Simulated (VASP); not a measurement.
# Cd (P6_3/mmc) in VASP: further runs, part 2 of 2

VASP 6.6.1. Earlier steps stand in the parts before.

### Step 4. Electric field gradients, PBEsol (21.15 Å³/atom)

This run uses another cell than the first one, of 21.15 Å³/atom.

Input file INCAR:

```
SYSTEM = Cd
PREC = Accurate
ENCUT = 520
EDIFF = 1E-8
ISMEAR = -1
SIGMA = 0.05
LREAL = .False.
LASPH = .True.
NELM = 100
ALGO = Normal
ISIF = 2
LWAVE = .False.
LCHARG = .False.
GGA = PS
LEFG = .True.
NBANDS = 19
```

Input file KPOINTS:

```
regular mesh
0
Gamma
  14 14 7
  0 0 0
```

Input file POSCAR:

```
Cd
1.0
    2.9588794728      0.0000000000      0.0000000000
   -1.4794397363      2.5624647901      0.0000000000
    0.0000000000      0.0000000000      5.5799465150
Cd
2
Direct
    0.3333333333      0.6666666667      0.2500000000
    0.6666666667      0.3333333333      0.7500000000
```

Potentials or basis: VASP PAW PBE potentials, release 64 (Cd).

Run with:

```bash
$ cat potpaw_PBE.64/Cd/POTCAR > POTCAR
$ mpirun -np 1 vasp_std > vasp.out
```

OUTCAR:

```text
SYSTEM = Cd
   PREC = Accurate
   ENCUT = 520
   EDIFF = 1E-8
   ISMEAR = -1
   LREAL = .False.
   LASPH = .True.
   NELM = 100
   ISIF = 2
   GGA = PS

 ion  position               nearest neighbor table
   1  0.333  0.667  0.250-   2 3.27   2 3.27   2 3.27   2 3.27   2 3.27   2 3.27
   2  0.667  0.333  0.750-   1 3.27   1 3.27   1 3.27   1 3.27   1 3.27   1 3.27

  LATTYP: Found a hexagonal cell.
 ALAT       =     2.9588794728
 C/A-ratio  =     1.8858309594

  Lattice vectors:

 A1 = (   2.9588794728,   0.0000000000,   0.0000000000)
 A2 = (  -1.4794397363,   2.5624647901,   0.0000000000)
 A3 = (   0.0000000000,   0.0000000000,   5.5799465150)

Analysis of symmetry for initial positions (statically):
=====================================================================
 Subroutine PRICEL returns:
 Original cell was already a primitive cell.

 Routine SETGRP: Setting up the symmetry group for a
 hexagonal supercell.
[... 719 lines left out ...]
  volume of cell :       42.31
      direct lattice vectors                 reciprocal lattice vectors
     2.958879473  0.000000000  0.000000000     0.337965777  0.195124632  0.000000000
    -1.479439736  2.562464790  0.000000000     0.000000000  0.390249265  0.000000000
     0.000000000  0.000000000  5.579946515     0.000000000  0.000000000  0.179213187

 POSITION                                       TOTAL-FORCE (eV/Angst)
 -----------------------------------------------------------------------------------
     -0.00000      1.70831      1.39499         0.000000      0.000000      0.000000
      1.47944      0.85415      4.18496        -0.000000      0.000000      0.000000
 -----------------------------------------------------------------------------------
    total drift:                                0.000000     -0.000000      0.000000

  FREE ENERGIE OF THE ION-ELECTRON SYSTEM (eV)
  ---------------------------------------------------
  free  energy   TOTEN  =        -2.3917271974 eV

  energy  without entropy=       -2.3856293538  energy(sigma->0) =       -2.38867828

 Electric field gradients (V/A^2)
---------------------------------------------------------------------
 ion       V_xx      V_yy      V_zz      V_xy      V_xz      V_yz
---------------------------------------------------------------------
   1     -42.357   -42.356    84.713     0.001     0.000    -0.000
   2     -42.357   -42.356    84.713     0.001    -0.000     0.000
---------------------------------------------------------------------

 Electric field gradients after diagonalization (V/A^2)
 (convention: |V_zz| > |V_xx| > |V_yy|)
----------------------------------------------------------------------
 ion       V_xx      V_yy      V_zz     asymmetry (V_yy - V_xx)/ V_zz
----------------------------------------------------------------------
   1     -42.358   -42.355    84.713       0.000
   2     -42.358   -42.355    84.713       0.000
----------------------------------------------------------------------

           NMR quadrupolar parameters

 Cq : quadrupolar parameter    Cq=e*Q*V_zz/h
 eta: asymmetry parameters     (V_yy - V_xx)/ V_zz
 Q  : nuclear electric quadrupole moment in mb (millibarn)
----------------------------------------------------------------------
 ion       Cq(MHz)       eta       Q (mb)
----------------------------------------------------------------------
   1       0.205       0.000       1.000
   2       0.205       0.000       1.000
----------------------------------------------------------------------
```

stdout:

```text
POSCAR found type information on POSCAR Cd
 POSCAR found :  1 types and       2 ions
 scaLAPACK will be used
 -----------------------------------------------------------------------------
|                                                                             |
|                                                                             |
|     You enforced a specific xc type in the INCAR file but a different       |
|     I HOPE YOU KNOW WHAT YOU ARE DOING!                                     |
|                                                                             |
 -----------------------------------------------------------------------------

 LDA part: xc-table for (Slater+PW92), standard interpolation
 POSCAR, INCAR and KPOINTS ok, starting setup
 FFT: planning ... GRIDC
 FFT: planning ... GRID_SOFT
 FFT: planning ... GRID
 WAVECAR not read
 entering main loop
ion   1

ion   2
```

Run time: 39 s. Hardware: 1 thread of AMD EPYC 9R14 (Zen 4), shared host; peak memory 0.17 GiB.

Results:

- Free energy: -2.3917 eV
- Pressure: 0.1 GPa
- Band gap on the k mesh: zero (bands 12 and 13 overlap by 4.33 eV)
- Largest electric field gradient by atom: Cd +84.7 V/Å²

Electric field gradients, principal values (V/Å²):
| atom | least | middle | greatest (by size) |
| --- | --- | --- | --- |
| 1 Cd | -42.355 | -42.358 | 84.713 |
| 2 Cd | -42.355 | -42.358 | 84.713 |

Caveat: without QUAD_EFG the Cq values of the log hold for a quadrupole moment of 1 mb, not for the nuclei; the PAW data sets were made with another functional, which shifts forces and pressure a little.

### Step 5. Electric field gradients, PBEsol (21.15 Å³/atom)

This run uses another cell than the first one, of 21.15 Å³/atom.

Input file INCAR:

```
PREC = Accurate
ENCUT = 520
EDIFF = 1E-8
ISMEAR = -1
SIGMA = 0.05
LREAL = F
LASPH = T
NELM = 80
ALGO = Normal
ISIF = 2
LWAVE = F
LCHARG = F
GGA = PS
LEFG = T
NBANDS = 19
```

Input file KPOINTS:

```
Automatic mesh
0
Gamma
  14 14 7
```

POSCAR is that of step 4.

Potentials or basis: VASP PAW PBE potentials, release 64 (Cd).

Run with:

```bash
$ cat potpaw_PBE.64/Cd/POTCAR > POTCAR
$ mpirun -np 1 vasp_std > vasp.out
```

OUTCAR:

```text
PREC = Accurate
   ENCUT = 520
   EDIFF = 1E-8
   ISMEAR = -1
   LREAL = F
   LASPH = T
   NELM = 80
   ISIF = 2
   GGA = PS

 ion  position               nearest neighbor table
   1  0.333  0.667  0.250-   2 3.27   2 3.27   2 3.27   2 3.27   2 3.27   2 3.27
   2  0.667  0.333  0.750-   1 3.27   1 3.27   1 3.27   1 3.27   1 3.27   1 3.27

  LATTYP: Found a hexagonal cell.
 ALAT       =     2.9588794728
 C/A-ratio  =     1.8858309594

  Lattice vectors:

 A1 = (   2.9588794728,   0.0000000000,   0.0000000000)
 A2 = (  -1.4794397363,   2.5624647901,   0.0000000000)
 A3 = (   0.0000000000,   0.0000000000,   5.5799465150)

Analysis of symmetry for initial positions (statically):
=====================================================================
 Subroutine PRICEL returns:
 Original cell was already a primitive cell.

 Routine SETGRP: Setting up the symmetry group for a
 hexagonal supercell.

 Subroutine GETGRP returns: Found 24 space group operations
 (whereof 12 operations were pure point group operations)
 out of a pool of 24 trial point group operations.

The static configuration has the point symmetry D_3d.
 The point group associated with its full space group is D_6h.

Analysis of symmetry for dynamics (positions and initial velocities):
=====================================================================
 Subroutine PRICEL returns:
 Original cell was already a primitive cell.

 Routine SETGRP: Setting up the symmetry group for a
 hexagonal supercell.

 Subroutine GETGRP returns: Found 24 space group operations
 (whereof 12 operations were pure point group operations)
 out of a pool of 24 trial point group operations.
[... 158 lines left out ...]
  band No.  band energies     occupation
      1      -6.9924      2.00000
      2      -6.7150      2.00000
      3      -6.3077      2.00000
      4      -6.3077      2.00000
      5      -6.2534      2.00000
      6      -6.2534      2.00000
[... 505 lines left out ...]
      6      -6.0850      2.00000
[... 11 lines left out ...]
     18       9.0201      0.00000
     19      10.9966      0.00000

 [... further k-points ...]

------------------------ aborting loop because EDIFF is reached ----------------------------------------

  FORCE on cell =-STRESS in cart. coord.  units (eV):
  Direction    XX          YY          ZZ          XY          YZ          ZX
  --------------------------------------------------------------------------------------
  -------------------------------------------------------------------------------------
  Total        0.1115662      0.1115662     -0.1644593      0.0000000      0.0000000      0.0000000
  in kB        4.2250118      4.2250118     -6.2280729      0.0000000      0.0000000      0.0000000
  external PRESSURE =       0.7406502 kB  Pullay stress =       0.0000000 kB

 VOLUME and BASIS-vectors are now :
 -----------------------------------------------------------------------------
  energy-cutoff  :      520.00
  volume of cell :       42.31
      direct lattice vectors                 reciprocal lattice vectors
     2.958879473  0.000000000  0.000000000     0.337965777  0.195124632  0.000000000
    -1.479439736  2.562464790  0.000000000     0.000000000  0.390249265  0.000000000
     0.000000000  0.000000000  5.579946515     0.000000000  0.000000000  0.179213187

 POSITION                                       TOTAL-FORCE (eV/Angst)
 -----------------------------------------------------------------------------------
     -0.00000      1.70831      1.39499         0.000000      0.000000      0.000000
      1.47944      0.85415      4.18496        -0.000000      0.000000      0.000000
 -----------------------------------------------------------------------------------
    total drift:                                0.000000     -0.000000      0.000000

  FREE ENERGIE OF THE ION-ELECTRON SYSTEM (eV)
  ---------------------------------------------------
  free  energy   TOTEN  =        -2.3917271974 eV

  energy  without entropy=       -2.3856293538  energy(sigma->0) =       -2.38867828

 Electric field gradients (V/A^2)
---------------------------------------------------------------------
 ion       V_xx      V_yy      V_zz      V_xy      V_xz      V_yz
---------------------------------------------------------------------
   1     -42.357   -42.356    84.713     0.001     0.000    -0.000
   2     -42.357   -42.356    84.713     0.001    -0.000     0.000
---------------------------------------------------------------------

 Electric field gradients after diagonalization (V/A^2)
 (convention: |V_zz| > |V_xx| > |V_yy|)
----------------------------------------------------------------------
 ion       V_xx      V_yy      V_zz     asymmetry (V_yy - V_xx)/ V_zz
----------------------------------------------------------------------
   1     -42.358   -42.355    84.713       0.000
   2     -42.358   -42.355    84.713       0.000
----------------------------------------------------------------------

           NMR quadrupolar parameters

 Cq : quadrupolar parameter    Cq=e*Q*V_zz/h
 eta: asymmetry parameters     (V_yy - V_xx)/ V_zz
 Q  : nuclear electric quadrupole moment in mb (millibarn)
----------------------------------------------------------------------
 ion       Cq(MHz)       eta       Q (mb)
----------------------------------------------------------------------
   1       0.205       0.000       1.000
   2       0.205       0.000       1.000
----------------------------------------------------------------------
```

stdout:

```text
POSCAR found type information on POSCAR Cd
 POSCAR found :  1 types and       2 ions
 scaLAPACK will be used
 -----------------------------------------------------------------------------
|                                                                             |
|                                                                             |
|     You enforced a specific xc type in the INCAR file but a different       |
|     I HOPE YOU KNOW WHAT YOU ARE DOING!                                     |
|                                                                             |
 -----------------------------------------------------------------------------

 LDA part: xc-table for (Slater+PW92), standard interpolation
 POSCAR, INCAR and KPOINTS ok, starting setup
 FFT: planning ... GRIDC
 FFT: planning ... GRID_SOFT
 FFT: planning ... GRID
 WAVECAR not read
 entering main loop
ion   1

ion   2
```

It took 40 s on 1 thread of AMD EPYC 9R14 (Zen 4), shared host; peak memory 0.17 GiB.

What came out:

* Free energy: -2.3917 eV
* Pressure: 0.1 GPa
* Band gap on the k mesh: zero (bands 12 and 13 overlap by 4.33 eV)
* Largest electric field gradient by atom: Cd +84.7 V/Å²

Electric field gradients, principal values (V/Å²):
| atom | least | middle | greatest (by size) |
| --- | --- | --- | --- |
| 1 Cd | -42.355 | -42.358 | 84.713 |
| 2 Cd | -42.355 | -42.358 | 84.713 |

Caveat: without QUAD_EFG the Cq values of the log hold for a quadrupole moment of 1 mb, not for the nuclei; the PAW data sets were made with another functional, which shifts forces and pressure a little.

### Step 6. Electric field gradients, PBEsol (zz strain of -2 %)

Input file INCAR:

```
ALGO = Normal ; EDIFF = 1E-8
ENCUT = 520 ; GGA = PS
ISIF = 2 ; ISMEAR = -1
LASPH = True ; LCHARG = False
LEFG = True ; LREAL = False
LWAVE = False ; NBANDS = 19
NELM = 60 ; PREC = Accurate
SIGMA = 0.05
```

Input file KPOINTS:

```
k-points
0
Gamma
  14 14 7
```

Input file POSCAR:

```
Cd
1.0
    2.9788725081      0.0000000000      0.0000000000
   -1.4894362540      2.5797792666      0.0000000000
    0.0000000000      0.0000000000      5.5052970000
Cd
2
Direct
    0.3333333333      0.6666666667      0.2500000000
    0.6666666667      0.3333333333      0.7500000000
```

Potentials or basis: VASP PAW PBE potentials, release 64 (Cd).

Run with:

```bash
$ cat potpaw_PBE.64/Cd/POTCAR > POTCAR
$ mpirun -np 1 vasp_std > vasp.out
```

OUTCAR:

```text
EDIFF = 1E-8
   ENCUT = 520
   GGA = PS
   ISIF = 2
   ISMEAR = -1
   LASPH = True
   LREAL = False
   NELM = 60
   PREC = Accurate

 ion  position               nearest neighbor table
   1  0.333  0.667  0.250-   2 3.25   2 3.25   2 3.25   2 3.25   2 3.25   2 3.25
   2  0.667  0.333  0.750-   1 3.25   1 3.25   1 3.25   1 3.25   1 3.25   1 3.25

  LATTYP: Found a hexagonal cell.
 ALAT       =     2.9788725081
 C/A-ratio  =     1.8481143403

  Lattice vectors:

 A1 = (   2.9788725081,   0.0000000000,   0.0000000000)
 A2 = (  -1.4894362540,   2.5797792666,   0.0000000000)
 A3 = (   0.0000000000,   0.0000000000,   5.5052970000)

Analysis of symmetry for initial positions (statically):
=====================================================================
 Subroutine PRICEL returns:
 Original cell was already a primitive cell.

 Routine SETGRP: Setting up the symmetry group for a
[... 719 lines left out ...]
  energy-cutoff  :      520.00
  volume of cell :       42.31
      direct lattice vectors                 reciprocal lattice vectors
     2.978872508  0.000000000  0.000000000     0.335697482  0.193815032  0.000000000
    -1.489436254  2.579779267  0.000000000     0.000000000  0.387630063  0.000000000
     0.000000000  0.000000000  5.505297000     0.000000000  0.000000000  0.181643243

 POSITION                                       TOTAL-FORCE (eV/Angst)
 -----------------------------------------------------------------------------------
     -0.00000      1.71985      1.37632         0.000000     -0.000000      0.000000
      1.48944      0.85993      4.12897        -0.000000      0.000000      0.000000
 -----------------------------------------------------------------------------------
    total drift:                               -0.000000      0.000000      0.000000

  FREE ENERGIE OF THE ION-ELECTRON SYSTEM (eV)
  ---------------------------------------------------
  free  energy   TOTEN  =        -2.3942638794 eV

  energy  without entropy=       -2.3890677140  energy(sigma->0) =       -2.39166580

 Electric field gradients (V/A^2)
---------------------------------------------------------------------
 ion       V_xx      V_yy      V_zz      V_xy      V_xz      V_yz
---------------------------------------------------------------------
   1     -36.252   -36.251    72.503     0.001     0.000    -0.000
   2     -36.252   -36.251    72.503     0.001    -0.000     0.000
---------------------------------------------------------------------

 Electric field gradients after diagonalization (V/A^2)
 (convention: |V_zz| > |V_xx| > |V_yy|)
----------------------------------------------------------------------
 ion       V_xx      V_yy      V_zz     asymmetry (V_yy - V_xx)/ V_zz
----------------------------------------------------------------------
   1     -36.253   -36.250    72.503       0.000
   2     -36.253   -36.250    72.503       0.000
----------------------------------------------------------------------

           NMR quadrupolar parameters

 Cq : quadrupolar parameter    Cq=e*Q*V_zz/h
 eta: asymmetry parameters     (V_yy - V_xx)/ V_zz
 Q  : nuclear electric quadrupole moment in mb (millibarn)
----------------------------------------------------------------------
 ion       Cq(MHz)       eta       Q (mb)
----------------------------------------------------------------------
   1       0.175       0.000       1.000
   2       0.175       0.000       1.000
----------------------------------------------------------------------
```

OSZICAR:

```text
N       E                     dE             d eps       ncg     rms          rms(c)
DAV:   1     0.174944226764E+03    0.17494E+03   -0.13122E+04  3648   0.128E+03
DAV:   2     0.140118350971E+01   -0.17354E+03   -0.16746E+03  3795   0.333E+02
DAV:   3    -0.256889044377E+01   -0.39701E+01   -0.39611E+01  4209   0.578E+01
DAV:   4    -0.257560333527E+01   -0.67129E-02   -0.67124E-02  4036   0.225E+00
DAV:   5    -0.257562331948E+01   -0.19984E-04   -0.19984E-04  4014   0.120E-01    0.460E+00
DAV:   6    -0.240785323834E+01    0.16777E+00   -0.38980E-01  3987   0.770E+00    0.368E+00
DAV:   7    -0.239600663262E+01    0.11847E-01   -0.31075E-02  4037   0.164E+00    0.197E+00
DAV:   8    -0.239422846206E+01    0.17782E-02   -0.33058E-03  3911   0.713E-01    0.955E-02
DAV:   9    -0.239424299498E+01   -0.14533E-04   -0.23059E-05  4107   0.512E-02    0.436E-02
DAV:  10    -0.239426407958E+01   -0.21085E-04   -0.15020E-05  3985   0.413E-02    0.344E-03
DAV:  11    -0.239426399500E+01    0.84579E-07   -0.12663E-07  4025   0.356E-03    0.140E-03
DAV:  12    -0.239426386072E+01    0.13429E-06   -0.51411E-09  2798   0.631E-04    0.958E-04
DAV:  13    -0.239426387605E+01   -0.15332E-07   -0.55590E-10  2073   0.252E-04    0.231E-04
DAV:  14    -0.239426387935E+01   -0.33060E-08   -0.42777E-11  2013   0.683E-05
   1 F= -.23942639E+01 E0= -.23916658E+01  d E =-.519617E-02
```

Wall time 39 s (1 thread of AMD EPYC 9R14 (Zen 4), shared host); peak memory 0.17 GiB.

What came out:

```yaml
Free_energy: -2.3943 eV
Pressure: -0.3 GPa
Band_gap_on_the_k_mesh: zero (bands 12 and 13 overlap by 4.00 eV)
Largest_electric_field_gradient_by_atom: Cd +72.5 V/Å²
```

Stress tensor (GPa, compression positive):
```
-0.16  0.00  0.00
 0.00 -0.16  0.00
 0.00  0.00 -0.56
```

Electric field gradients, principal values (V/Å²):
```tsv
atom	least	middle	greatest (by size)
1 Cd	-36.250	-36.253	72.503
2 Cd	-36.250	-36.253	72.503
```

Caveat: the cell differs from its parent crystal (zz strain of -2 %); without QUAD_EFG the Cq values of the log hold for a quadrupole moment of 1 mb, not for the nuclei; the PAW data sets were made with another functional, which shifts forces and pressure a little.

### Step 7. Overview

```tsv
cell	gap on the mesh (eV)	pressure (GPa)
a = 2.979, b = 2.979, c = 5.449 Å, angles 90.0, 90.0, 120.0°, 2 atoms	none	0.2
a = 2.959, b = 2.959, c = 5.580 Å, angles 90.0, 90.0, 120.0°, 2 atoms	none	0.1
a = 2.979, b = 2.979, c = 5.505 Å, angles 90.0, 90.0, 120.0°, 2 atoms	none	-0.3
```

Alike in all rows: task electric field gradients; level PBEsol; potentials or basis VASP PAW PBE potentials, release 64 (Cd); no spin polarisation; k mesh 14 × 14 × 7; cutoff (eV) 520; smearing fermi-dirac 0.05 eV.

Caveats: the PAW data sets were made with another functional, which shifts forces and pressure a little.

Absolute energies hang on the potentials; compare differences alone.
